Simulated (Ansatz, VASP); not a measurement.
# Two plane-wave programs on Li2S

```
Li S
1.0
     0.00000    2.76882    2.76882
     2.76882    0.00000    2.76882
     2.76882    2.76882    0.00000
Li S
2 1
Direct
  0.25000 0.25000 0.25000
  0.75000 0.75000 0.75000
  0.00000 0.00000 0.00000
```

Alike in both runs: task single point; functional revPBE; dispersion D3(BJ); k mesh 8 × 8 × 8; occupations gaussian, width 0.05 eV; no spin polarisation.

```csv
,VASP,Ansatz
version,VASP 6.6.1,Ansatz 0.2.0
potentials or method,"VASP PAW PBE potentials, release 64 (Li_sv, S), cutoff 750 eV","scalar-relativistic, plane waves, PAW"
valence electrons in the cell,12,12
```

```tsv
	VASP	Ansatz	Ansatz less VASP
gap on the k mesh at the Fermi level (eV)	3.43	3.44	+0.004
least direct gap on the mesh (eV)	4.85	4.85	-0.001
pressure (GPa)	-1.2	-1.0	+0.17
```

VASP's potentials were made for PBE, not for revPBE.
